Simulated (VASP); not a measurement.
# Se (Pm-3m) in VASP: a series of runs

Runs on Se. Level: LDA. Tasks: single point, relaxation of cell and atoms.

Everything below comes from runs of VASP 6.6.1. Logs are shortened: lines on timing, memory, paths and dates and some standing lists are left out, and cuts for length are marked.

### Step 1. The cell of the first run

Symmetry: Pm-3m, No. 221, cubic system. Conventional cell: a = 2.806 Å, b = 2.806 Å, c = 2.806 Å, α = 90.00°, β = 90.00°, γ = 90.00°. Se (site symmetry m-3m) has 6 Se at 2.81 Å within 3.7 Å.

### Step 2. Single point, LDA (volume scaled by 1.04)

INCAR

```
  PREC = Accurate
  ENCUT = 520
  EDIFF = 1E-7
  ISMEAR = -1
  SIGMA = 0.1
  LREAL = False
  LASPH = True
  NELM = 80
  ALGO = Normal
  ISIF = 2
  LWAVE = False
  LCHARG = True
  LELF = True
  LVHAR = True
  NBANDS = 9
```

KPOINTS

```
Automatic mesh
0
Gamma
  13 13 13
```

POSCAR

```
Se
1.0
    2.8059176126      0.0000000000      0.0000000000
    0.0000000000      2.8059176126      0.0000000000
    0.0000000000      0.0000000000      2.8059176126
Se
1
Direct
    0.0000000000      0.0000000000      0.0000000000
```

Potentials or basis: VASP PAW LDA potentials, release 64 (Se).

Launch:

```sh
> cat potpaw_LDA.64/Se/POTCAR > POTCAR
> mpirun -np 1 vasp_std > vasp.out
```

OUTCAR:

```text
PREC = Accurate
   ENCUT = 520
   EDIFF = 1E-7
   ISMEAR = -1
   LREAL = False
   LASPH = True
   NELM = 80
   ISIF = 2

 ion  position               nearest neighbor table
   1  0.000  0.000  0.000-

  LATTYP: Found a simple cubic cell.
 ALAT       =     2.8059176126

  Lattice vectors:

 A1 = (   2.8059176126,   0.0000000000,   0.0000000000)
 A2 = (   0.0000000000,   2.8059176126,   0.0000000000)
 A3 = (   0.0000000000,   0.0000000000,   2.8059176126)

Analysis of symmetry for initial positions (statically):
=====================================================================
 Subroutine PRICEL returns:
 Original cell was already a primitive cell.

 Routine SETGRP: Setting up the symmetry group for a
 simple cubic supercell.

 Subroutine GETGRP returns: Found 48 space group operations
 (whereof 48 operations were pure point group operations)
 out of a pool of 48 trial point group operations.

The static configuration has the point symmetry O_h .

Analysis of symmetry for dynamics (positions and initial velocities):
=====================================================================
 Subroutine PRICEL returns:
 Original cell was already a primitive cell.

 Routine SETGRP: Setting up the symmetry group for a
 simple cubic supercell.

 Subroutine GETGRP returns: Found 48 space group operations
 (whereof 48 operations were pure point group operations)
 out of a pool of 48 trial point group operations.

The dynamic configuration has the point symmetry O_h .

 Subroutine INISYM returns: Found 48 space group operations
 (whereof 48 operations are pure point group operations),
 and found     1 'primitive' translations

----------------------------------------------------------------------------------------

                                     Primitive cell

  volume of cell :      22.0915

  direct lattice vectors                    reciprocal lattice vectors
     2.805917613  0.000000000  0.000000000     0.356389651  0.000000000  0.000000000
     0.000000000  2.805917613  0.000000000     0.000000000  0.356389651  0.000000000
     0.000000000  0.000000000  2.805917613     0.000000000  0.000000000  0.356389651

  length of vectors
     2.805917613  2.805917613  2.805917613     0.356389651  0.356389651  0.356389651

  position of ions in fractional coordinates (direct lattice)
     0.000000000  0.000000000  0.000000000

  ion indices of the primitive-cell ions
   primitive index   ion index
                 1           1

----------------------------------------------------------------------------------------

 KPOINTS: Automatic mesh

Automatic generation of k-mesh.
 Grid dimensions read from file:
 generate k-points for:   13   13   13

 Generating k-lattice:

  Cartesian coordinates                     Fractional coordinates (reciprocal lattice)
     0.027414589  0.000000000  0.000000000     0.076923077  0.000000000  0.000000000
     0.000000000  0.027414589  0.000000000     0.000000000  0.076923077  0.000000000
     0.000000000  0.000000000  0.027414589     0.000000000  0.000000000  0.076923077

  Length of vectors
     0.027414589  0.027414589  0.027414589

  Shift w.r.t. Gamma in fractional coordinates (k-lattice)
     0.000000000  0.000000000  0.000000000

 Subroutine IBZKPT returns following result:
 ===========================================

 Found     84 irreducible k-points:

 Following reciprocal coordinates:
            Coordinates               Weight
  0.000000  0.000000  0.000000      1.000000
  0.076923  0.000000  0.000000      6.000000
  0.153846  0.000000  0.000000      6.000000
  0.230769  0.000000  0.000000      6.000000
  0.307692  0.000000  0.000000      6.000000
  0.384615  0.000000  0.000000      6.000000
[... 16 lines left out ...]
  0.307692  0.307692  0.000000     12.000000
  0.384615  0.307692  0.000000     24.000000
 [... further k-points ...]
   k-points           NKPTS =     84   k-points in BZ     NKDIM =     84   number of bands    NBANDS=      9
   number of dos      NEDOS =    301   number of ions     NIONS =      1
   total plane-waves  NPLWV =  13824
   dimension x,y,z NGX =    24 NGY =   24 NGZ =   24
   dimension x,y,z NGXF=    48 NGYF=   48 NGZF=   48
   ions per type =               1
   NGX,Y,Z   is equivalent  to a cutoff of  14.22, 14.22, 14.22 a.u.
   NGXF,Y,Z  is equivalent  to a cutoff of  28.44, 28.44, 28.44 a.u.
 SYSTEM =  unknown system
   PREC   = accura    normal or accurate (medium, high low for compatibility)
   ISTART =      0    job   : 0-new  1-cont  2-samecut
   ICHARG =      2    charge: 1-file 2-atom 10-const
   ISPIN  =      1    spin polarized calculation?
   LNONCOLLINEAR =      F non collinear calculations
   LSORBIT =      F    spin-orbit coupling
   LASPH  =      T    aspherical Exc in radial PAW
   ENCUT  =  520.0 eV  38.22 Ry    6.18 a.u.   5.22  5.22  5.22*2*pi/ulx,y,z
   NELM   =     80;   NELMIN=  2; NELMDL= -5     # of ELM steps
   EDIFF  = 0.1E-06   stopping-criterion for ELM
   LREAL  =      F    real-space projection
   EDIFFG = 0.1E-05   stopping-criterion for IOM
   NSW    =      0    number of steps for IOM
   IBRION =     -1    ionic relax: 0-MD 1-quasi-New 2-CG
   NFREE  =      0    steps in history (QN), initial steepest desc. (CG)
   ISIF   =      2    stress and relaxation
   ISYM   =      2    0-nonsym 1-usesym 2-fastsym
   POTIM  = 0.5000    time-step for ionic-motion
   TEBEG  =    0.0;   TEEND  =   0.0 temperature during run
   PSTRESS=    0.0 pullay stress
   NELECT =       6.0000    total number of electrons
   NUPDOWN=      -1.0000    fix difference up-down
   EMIN   =  10.00;   EMAX   =-10.00  energy-range for DOS
   EFERMI =   0.00;   METHOD = LEGACY
   ISMEAR =    -1;   SIGMA  =   0.10  broadening in eV -4-tet -1-fermi 0-gaus
   EFERMI_NEDOS =   21; number of points for ismear=-14 and -15
   IALGO  =     38    algorithm
   IMIX   =      4    mixing-type and parameters
     AMIX     =   0.40;   BMIX     =  1.00
     AMIX_MAG =   1.60;   BMIX_MAG =  1.00
  volume/ion in A,a.u.               =      22.09       149.08
  Fermi-wavevector in a.u.,A,eV,Ry     =   1.060190  2.003468 15.292984  1.124003
  Thomas-Fermi vector in A             =   2.195562
   LORBIT       =      0    0 simple, 1 ext, 2 COOP (PROOUT), +10 PAW based schemes
   GGA     = CA    functional components
   LHFCALC =     F    Hartree Fock is set to
   AEXX    =    0.0000 exact exchange contribution
   IVDW    =     0    specifies the selected vdW correction
   LEPSILON=     F    determine dielectric tensor
   LRPA    =     F    only Hartree local field effects (RPA)
 non-spin polarized calculation
  energy-cutoff  :      520.00
  volume of cell :       22.09
 maximum number of plane-waves:       619
 NGX is ok and might be reduce to    24
   NGX = 11   NGY = 11   NGZ = 11

 number of electron       5.9999999 magnetization

 Free energy of the ion-electron system (eV)
  ---------------------------------------------------
  ext. energy  EPLUGINS =         0.00000000
  ---------------------------------------------------
  free energy    TOTEN  =        -4.08204789 eV

  energy without entropy =       -4.06614209  energy(sigma->0) =       -4.07409499

 E-fermi :   5.0200     XC(G=0): -10.2591

 val. band max:        4.9517130124   @ k =   0.2308   0.2308   0.1538
 cond. band min:       5.0324934369   @ k =   0.4615   0.3846   0.2308
 fundamental gap:      0.0807804245
 Fermi energy:         5.0200325844

 k-point     1 :       0.0000    0.0000    0.0000
  band No.  band energies     occupation
      1     -11.2351      2.00000
      2       6.4116      0.00000
      3       6.4116      0.00000
      4       6.4116      0.00000
      5      12.7608      0.00000
      6      12.7674      0.00000
      7      12.7674      0.00000
      8      27.4325      0.00000
      9      27.4325      0.00000

 k-point     2 :       0.0769    0.0000    0.0000
  band No.  band energies     occupation
      1     -11.1488      2.00000
      2       5.4840      0.01913
      3       6.4798      0.00000
      4       6.4798      0.00000
      5      12.8545      0.00000
      6      12.8650      0.00000
      7      13.8702      0.00000
      8      25.8661      0.00000
      9      25.8661      0.00000

 k-point     3 :       0.1538    0.0000    0.0000
  band No.  band energies     occupation
      1     -10.8955      2.00000
      2       3.6532      2.00000
      3       6.6761      0.00000
      4       6.6761      0.00000
      5      13.1111      0.00000
      6      13.1713      0.00000
      7      16.1887      0.00000
      8      23.8140      0.00000
      9      23.8140      0.00000

 k-point     4 :       0.2308    0.0000    0.0000
  band No.  band energies     occupation
      1     -10.4956      2.00000
      2       1.7479      2.00000
      3       6.9742      0.00000
      4       6.9742      0.00000
      5      13.5190      0.00000
      6      13.6800      0.00000
      7      18.6188      0.00000
      8      21.9512      0.00000
      9      21.9512      0.00000
[... 205 lines left out ...]
 k-point    22 :       0.4615    0.2308    0.0000
  band No.  band energies     occupation
      1      -8.4069      2.00000
      2      -1.3370      2.00000
      3       3.6050      2.00000
      4       8.3689      0.00000
      5      11.6781      0.00000
      6      16.4764      0.00000
      7      19.4223      0.00000
      8      20.2499      0.00000
      9      21.5884      0.00000

 k-point    23 :       0.3077    0.3077    0.0000
  band No.  band energies     occupation
      1      -8.7600      2.00000
      2       1.1732      2.00000
      3       1.2381      2.00000
      4       8.1949      0.00000
      5      11.8871      0.00000
      6      15.8796      0.00000
      7      21.2535      0.00000
      8      22.0775      0.00000
      9      22.0972      0.00000

 k-point    24 :       0.3846    0.3077    0.0000
  band No.  band energies     occupation
      1      -8.2543      2.00000
      2      -0.1099      2.00000
      3       1.6604      2.00000
      4       8.5000      0.00000
      5      10.6527      0.00000
      6      16.5516      0.00000
      7      20.4976      0.00000
      8      21.6675      0.00000
      9      22.2436      0.00000

 [... further k-points ...]

------------------------ aborting loop because EDIFF is reached ----------------------------------------

  FORCE on cell =-STRESS in cart. coord.  units (eV):
  Direction    XX          YY          ZZ          XY          YZ          ZX
  --------------------------------------------------------------------------------------
  -------------------------------------------------------------------------------------
  Total       -0.4067255     -0.4067255     -0.4067255     -0.0000000     -0.0000000     -0.0000000
  in kB      -29.4976347    -29.4976347    -29.4976347     -0.0000000     -0.0000000     -0.0000000
  external PRESSURE =     -29.4976347 kB  Pullay stress =       0.0000000 kB

 VOLUME and BASIS-vectors are now :
 -----------------------------------------------------------------------------
  energy-cutoff  :      520.00
  volume of cell :       22.09
      direct lattice vectors                 reciprocal lattice vectors
     2.805917613  0.000000000  0.000000000     0.356389651  0.000000000  0.000000000
     0.000000000  2.805917613  0.000000000     0.000000000  0.356389651  0.000000000
     0.000000000  0.000000000  2.805917613     0.000000000  0.000000000  0.356389651

 POSITION                                       TOTAL-FORCE (eV/Angst)
 -----------------------------------------------------------------------------------
      0.00000      0.00000      0.00000         0.000000      0.000000      0.000000
 -----------------------------------------------------------------------------------
    total drift:                                0.000000      0.000000      0.000000

  FREE ENERGIE OF THE ION-ELECTRON SYSTEM (eV)
  ---------------------------------------------------
  free  energy   TOTEN  =        -4.0820478872 eV

  energy  without entropy=       -4.0661420882  energy(sigma->0) =       -4.07409499
```

Wall time 5.7 s (1 thread of Intel Xeon Platinum 8488C (Sapphire Rapids), shared host); peak memory 0.13 GiB.

Results:

- Free energy: -4.0820 eV
- Pressure: -2.9 GPa
- Band gap on the k mesh: zero (band 3 reaches 7.85 eV, above the bottom of band 4 at 1.67 eV)

### Step 3. Single point, LDA (volume scaled by 1.08)

INCAR

```
SYSTEM = Se
PREC = Accurate
ENCUT = 520
EDIFF = 1E-7
ISMEAR = -1
SIGMA = 0.1
LREAL = .FALSE.
LASPH = .TRUE.
NELM = 100
ALGO = Normal
ISIF = 2
LWAVE = .FALSE.
LCHARG = .FALSE.
GGA = CA
NBANDS = 9
```

KPOINTS

```
Automatic mesh
0
G
  13 13 13
  0 0 0
```

POSCAR

```
Se
1.0
    2.8414393280      0.0000000000      0.0000000000
    0.0000000000      2.8414393280      0.0000000000
    0.0000000000      0.0000000000      2.8414393280
Se
1
Direct
    0.0000000000      0.0000000000      0.0000000000
```

Potentials or basis: VASP PAW LDA potentials, release 64 (Se).

Launch:

```sh
> cat potpaw_LDA.64/Se/POTCAR > POTCAR
> mpirun -np 1 vasp_std > vasp.out
```

Run time: 5.3 s. Hardware: 1 thread of Intel Xeon Platinum 8488C (Sapphire Rapids), shared host; peak memory 0.13 GiB.

Results (log left out):

| Item | Value |
| --- | --- |
| Free energy | -4.0595 eV |
| Pressure | -5.4 GPa |
| Band gap on the k mesh | zero (band 3 reaches 7.23 eV, above the bottom of band 4 at 1.34 eV) |

Levels at points of the mesh, in eV from the Fermi level:
| k point | band 1 | band 2 | band 3 | band 4 | band 5 | band 6 | band 7 |
| --- | --- | --- | --- | --- | --- | --- | --- |
| (0.00, 0.00, 0.00) | -15.91 | 1.34 | 1.34 | 1.34 | 7.54 | 7.82 | 7.82 |

[end of part 1 of 2]
